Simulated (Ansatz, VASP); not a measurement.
**Two plane-wave programs on LiBe4**

```
Li Be
1.0
     2.35496   -3.04856    0.00000
     2.35496    3.04856    0.00000
     0.00000    0.00000    3.93886
Li Be
1 4
Direct
  0.50000 0.50000 0.00000
  0.00000 0.00000 0.00000
  0.00000 0.50000 0.50012
  0.50000 0.00000 0.49988
  0.50000 0.50000 0.50000
```

Alike in both runs: functional PBE; k mesh 5 × 5 × 3; occupations gaussian, width 0.2 eV; no spin polarisation.

Ansatz relaxed the structure, and its values are those at the end. VASP's run is a single point on that final structure, the one shown.

|  | VASP | Ansatz |
| --- | --- | --- |
| version | VASP 6.6.1 | Ansatz 0.2.0 |
| potentials or method | VASP PAW PBE potentials, release 64 (Li_sv, Be), cutoff 750 eV | scalar-relativistic, plane waves, PAW |
| valence electrons in the cell | 11 | 11 |

|  | VASP | Ansatz | Ansatz less VASP |
| --- | --- | --- | --- |
| gap on the k mesh at the Fermi level (eV) | none | none | - |
| pressure (GPa) | 0.2 | 0.2 | -0.02 |

A gap of «none» marks a metal or a gap that the smearing closes.

The k mesh is coarse, so the values compare programs but aren't converged.
